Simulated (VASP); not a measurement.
# BiTe (P-3m1) in VASP: single point with PBE

Aim: the single point of BiTe with PBE.

Everything below comes from runs of VASP 6.6.1. Logs are shortened: lines on timing, memory, paths and dates and some standing lists are left out, and cuts for length are marked.

## Step 1: The cell of the first run

Symmetry: P-3m1, No. 164, trigonal system. Conventional cell: a = 4.492 Å, b = 4.492 Å, c = 24.636 Å, α = 90.00°, β = 90.00°, γ = 120.00°. Within 4.1 Å of Bi (site symmetry 3m) lie 6 Te at 3.10 to 3.30 Å. Within 4.1 Å of Bi (site symmetry 3m) lie 6 Te at 3.11 to 3.28 Å. Bi (site symmetry 3m) has 3 Bi at 3.08 Å and 3 Te at 3.67 Å within 4.1 Å. Te (site symmetry 3m) has 3 Bi at 3.10 Å and 3 Te at 3.85 Å within 4.1 Å. Within 4.3 Å of Te (site symmetry 3m) lie 6 Bi at 3.28 to 3.30 Å. Te (site symmetry 3m) has 6 Bi at 3.11 to 3.67 Å within 4.1 Å.

## Step 2: Single point, PBE

INCAR reads:

```
SYSTEM = BiTe
PREC     = Accurate       ! precision mode
ENCUT    = 520            ! plane-wave cutoff, eV
EDIFF    = 1E-6           ! SCF threshold, eV
ISMEAR   = 0              ! smearing method
SIGMA    = 0.1            ! smearing width, eV
LREAL    = .FALSE.        ! projectors in reciprocal space
LASPH    = .TRUE.         ! aspherical terms in the spheres
NELM     = 100            ! most SCF steps
ALGO     = Normal         ! electronic algorithm
ISIF     = 2              ! what is computed and relaxed
LWAVE    = .FALSE.        ! write WAVECAR
LCHARG   = .TRUE.         ! write CHGCAR
GGA      = PE             ! functional
LELF     = .TRUE.         ! ELF
LVHAR    = .TRUE.       
NBANDS   = 75             ! bands
```

KPOINTS reads:

```
regular mesh
0
G
  6 6 1
  0 0 0
```

POSCAR reads:

```
BiTe
1.0
    4.4923733738      0.0000000000      0.0000000000
   -2.2461866869      3.8905094650      0.0000000000
    0.0000000000      0.0000000000     24.6360999732
Bi Te
6 6
Direct
    0.0000000000      0.0000000000      0.1267392443
    0.0000000000      0.0000000000      0.8732607557
    0.3333333333      0.6666666667      0.2911155418
    0.6666666667      0.3333333333      0.7088844582
    0.6666666667      0.3333333333      0.4662318812
    0.3333333333      0.6666666667      0.5337681188
    0.3333333333      0.6666666667      0.0578035335
    0.6666666667      0.3333333333      0.9421964665
    0.6666666667      0.3333333333      0.2094840668
    0.3333333333      0.6666666667      0.7905159332
    0.0000000000      0.0000000000      0.3607575226
    0.0000000000      0.0000000000      0.6392424774
```

Potentials or basis: VASP PAW PBE potentials, release 64 (Bi_d, Te).

Run with:

```
> cat potpaw_PBE.64/Bi_d/POTCAR potpaw_PBE.64/Te/POTCAR > POTCAR
> mpirun -np 1 vasp_std > vasp.out
```

OUTCAR:

```text
SYSTEM = BiTe
   PREC = Accurate
   ENCUT = 520
   EDIFF = 1E-6
   ISMEAR = 0
   LREAL = .FALSE.
   LASPH = .TRUE.
   NELM = 100
   ISIF = 2
   GGA = PE

 ion  position               nearest neighbor table
   1  0.000  0.000  0.127-   7 3.10   7 3.10   7 3.10   9 3.30   9 3.30   9 3.30
   2  0.000  0.000  0.873-   8 3.10   8 3.10   8 3.10  10 3.30  10 3.30  10 3.30
   3  0.333  0.667  0.291-  11 3.11  11 3.11  11 3.11   9 3.28   9 3.28   9 3.28
   4  0.667  0.333  0.709-  12 3.11  12 3.11  12 3.11  10 3.28  10 3.28  10 3.28
   5  0.667  0.333  0.466-   6 3.08   6 3.08   6 3.08  11 3.67  11 3.67  11 3.67
   6  0.333  0.667  0.534-   5 3.08   5 3.08   5 3.08  12 3.67  12 3.67  12 3.67
   7  0.333  0.667  0.058-   1 3.10   1 3.10   1 3.10
   8  0.667  0.333  0.942-   2 3.10   2 3.10   2 3.10
   9  0.667  0.333  0.209-   3 3.28   3 3.28   3 3.28   1 3.30   1 3.30   1 3.30
  10  0.333  0.667  0.791-   4 3.28   4 3.28   4 3.28   2 3.30   2 3.30   2 3.30
  11  0.000  0.000  0.361-   3 3.11   3 3.11   3 3.11   5 3.67   5 3.67   5 3.67
  12  0.000  0.000  0.639-   4 3.11   4 3.11   4 3.11   6 3.67   6 3.67   6 3.67

  LATTYP: Found a hexagonal cell.
 ALAT       =     4.4923733738
 C/A-ratio  =     5.4839831695

  Lattice vectors:

 A1 = (   4.4923733738,   0.0000000000,   0.0000000000)
 A2 = (  -2.2461866869,   3.8905094650,   0.0000000000)
 A3 = (   0.0000000000,   0.0000000000,  24.6360999732)

Analysis of symmetry for initial positions (statically):
=====================================================================
 Subroutine PRICEL returns:
 Original cell was already a primitive cell.

 Routine SETGRP: Setting up the symmetry group for a
 hexagonal supercell.

 Subroutine GETGRP returns: Found 12 space group operations
 (whereof 12 operations were pure point group operations)
 out of a pool of 24 trial point group operations.

The static configuration has the point symmetry D_3d.

Analysis of symmetry for dynamics (positions and initial velocities):
=====================================================================
 Subroutine PRICEL returns:
 Original cell was already a primitive cell.

 Routine SETGRP: Setting up the symmetry group for a
 hexagonal supercell.

 Subroutine GETGRP returns: Found 12 space group operations
 (whereof 12 operations were pure point group operations)
 out of a pool of 24 trial point group operations.

The dynamic configuration has the point symmetry D_3d.

 Subroutine INISYM returns: Found 12 space group operations
[... 111 lines left out ...]
   NUPDOWN=      -1.0000    fix difference up-down
   EMIN   =  10.00;   EMAX   =-10.00  energy-range for DOS
   EFERMI =   0.00;   METHOD = LEGACY
   ISMEAR =     0;   SIGMA  =   0.10  broadening in eV -4-tet -1-fermi 0-gaus
   EFERMI_NEDOS =   21; number of points for ismear=-14 and -15
   IALGO  =     38    algorithm
   IMIX   =      4    mixing-type and parameters
     AMIX     =   0.40;   BMIX     =  1.00
     AMIX_MAG =   1.60;   BMIX_MAG =  1.00
  volume/ion in A,a.u.               =      35.88       242.14
  Fermi-wavevector in a.u.,A,eV,Ry     =   1.086877  2.053899 16.072573  1.181301
  Thomas-Fermi vector in A             =   2.223023
   LORBIT       =      0    0 simple, 1 ext, 2 COOP (PROOUT), +10 PAW based schemes
   GGA     = PE    functional components
   LHFCALC =     F    Hartree Fock is set to
   AEXX    =    0.0000 exact exchange contribution
   IVDW    =     0    specifies the selected vdW correction
   LEPSILON=     F    determine dielectric tensor
   LRPA    =     F    only Hartree local field effects (RPA)
 non-spin polarized calculation
 Gauss-broadening in eV      SIGMA  =   0.10
  energy-cutoff  :      520.00
  volume of cell :      430.58
 maximum number of plane-waves:     11677
 NGX is ok and might be reduce to    36
   NGX = 17   NGY = 17   NGZ = 91

 number of electron     126.0000013 magnetization

 Free energy of the ion-electron system (eV)
  ---------------------------------------------------
  ext. energy  EPLUGINS =         0.00000000
  ---------------------------------------------------
  free energy    TOTEN  =       -44.61547464 eV

  energy without entropy =      -44.61361137  energy(sigma->0) =      -44.61454301

 E-fermi :   5.7864     XC(G=0):  -9.1210

 val. band max:        5.6379268692   @ k =   0.1667   0.0000   0.0000
 cond. band min:       5.8717603621   @ k =   0.0000   0.0000   0.0000
 fundamental gap:      0.2338334930
 Fermi energy:         5.7863722760

 k-point     1 :       0.0000    0.0000    0.0000
  band No.  band energies     occupation
      1     -17.6145      2.00000
      2     -17.6145      2.00000
      3     -17.6145      2.00000
      4     -17.6145      2.00000
      5     -17.6026      2.00000
      6     -17.6026      2.00000
[... 535 lines left out ...]
     74       9.1267      0.00000
     75       9.1475      0.00000

------------------------ aborting loop because EDIFF is reached ----------------------------------------

  FORCE on cell =-STRESS in cart. coord.  units (eV):
  Direction    XX          YY          ZZ          XY          YZ          ZX
  --------------------------------------------------------------------------------------
  -------------------------------------------------------------------------------------
  Total       -0.0205949     -0.0205949      0.1676417      0.0000000     -0.0000000      0.0000000
  in kB       -0.0766331     -0.0766331      0.6237899      0.0000000     -0.0000000      0.0000000
  external PRESSURE =       0.1568413 kB  Pullay stress =       0.0000000 kB

 VOLUME and BASIS-vectors are now :
 -----------------------------------------------------------------------------
  energy-cutoff  :      520.00
  volume of cell :      430.58
      direct lattice vectors                 reciprocal lattice vectors
     4.492373374  0.000000000  0.000000000     0.222599485  0.128517873  0.000000000
    -2.246186687  3.890509465  0.000000000     0.000000000  0.257035745  0.000000000
     0.000000000  0.000000000 24.636099973     0.000000000  0.000000000  0.040590840

 POSITION                                       TOTAL-FORCE (eV/Angst)
 -----------------------------------------------------------------------------------
      0.00000      0.00000      3.12236        -0.000000      0.000000     -0.008169
      0.00000      0.00000     21.51374         0.000000      0.000000      0.008169
     -0.00000      2.59367      7.17195         0.000000     -0.000000     -0.027843
      2.24619      1.29684     17.46415        -0.000000      0.000000      0.027843
      2.24619      1.29684     11.48614        -0.000000      0.000000     -0.030504
     -0.00000      2.59367     13.14996         0.000000      0.000000      0.030504
     -0.00000      2.59367      1.42405         0.000000      0.000000      0.007593
      2.24619      1.29684     23.21205         0.000000     -0.000000     -0.007593
      2.24619      1.29684      5.16087         0.000000      0.000000      0.012050
     -0.00000      2.59367     19.47523         0.000000      0.000000     -0.012050
      0.00000      0.00000      8.88766        -0.000000     -0.000000      0.025793
      0.00000      0.00000     15.74844        -0.000000      0.000000     -0.025793
 -----------------------------------------------------------------------------------
    total drift:                               -0.000000      0.000000      0.000000

  FREE ENERGIE OF THE ION-ELECTRON SYSTEM (eV)
  ---------------------------------------------------
  free  energy   TOTEN  =       -44.6154746381 eV

  energy  without entropy=      -44.6136113737  energy(sigma->0) =      -44.61454301
```

OSZICAR:

```text
N       E                     dE             d eps       ncg     rms          rms(c)
DAV:   1     0.137648319217E+04    0.13765E+04   -0.57590E+04  1090   0.169E+03
DAV:   2     0.140866661262E+03   -0.12356E+04   -0.12032E+04  1098   0.446E+02
DAV:   3    -0.335177452972E+02   -0.17438E+03   -0.16796E+03  1251   0.188E+02
DAV:   4    -0.446744586122E+02   -0.11157E+02   -0.10980E+02  1209   0.465E+01
DAV:   5    -0.452462986615E+02   -0.57184E+00   -0.56954E+00  1428   0.103E+01    0.980E+00
DAV:   6    -0.446022050764E+02    0.64409E+00   -0.14991E+00  1308   0.649E+00    0.786E+00
DAV:   7    -0.449035323639E+02   -0.30133E+00   -0.14785E+00  1284   0.547E+00    0.289E+00
DAV:   8    -0.448609427350E+02    0.42590E-01   -0.22111E+00  1316   0.611E+00    0.155E+00
DAV:   9    -0.446046438894E+02    0.25630E+00   -0.90755E-01  1301   0.340E+00    0.756E-01
DAV:  10    -0.446141008915E+02   -0.94570E-02   -0.16506E-01  1148   0.106E+00    0.744E-01
DAV:  11    -0.446149357502E+02   -0.83486E-03   -0.17614E-02  1272   0.409E-01    0.552E-01
DAV:  12    -0.446155720765E+02   -0.63633E-03   -0.49232E-03  1332   0.364E-01    0.235E-01
DAV:  13    -0.446154979731E+02    0.74103E-04   -0.18710E-03  1379   0.242E-01    0.138E-01
DAV:  14    -0.446154731406E+02    0.24832E-04   -0.53856E-04  1172   0.924E-02    0.824E-02
DAV:  15    -0.446154697725E+02    0.33681E-05   -0.80155E-05  1252   0.402E-02    0.382E-02
DAV:  16    -0.446154755054E+02   -0.57329E-05   -0.20472E-05  1100   0.188E-02    0.172E-02
DAV:  17    -0.446154746381E+02    0.86733E-06   -0.48714E-06  1028   0.100E-02
   1 F= -.44615475E+02 E0= -.44614543E+02  d E =-.186326E-02
```

It took 10 min on 1 thread of Intel Xeon 8259CL, shared host; peak memory 0.62 GiB.

What came out:

| Quantity | Value |
| --- | --- |
| Free energy | -44.6155 eV |
| Pressure | 0.0 GPa |
| Largest force | 0.031 eV/Å |
| Band gap on the k mesh | 0.23 eV (least direct gap 0.26 eV) |

Forces on the atoms (eV/Å):
```
Bi   0.000  0.000 -0.008
Bi   0.000  0.000  0.008
Bi   0.000  0.000 -0.028
Bi   0.000  0.000  0.028
Bi   0.000  0.000 -0.031
Bi   0.000  0.000  0.031
Te   0.000  0.000  0.008
Te   0.000  0.000 -0.008
Te   0.000  0.000  0.012
Te   0.000  0.000 -0.012
Te   0.000  0.000  0.026
Te   0.000  0.000 -0.026
```

Caveat: spin-orbit coupling is left out, which moves the levels of the heavy elements.
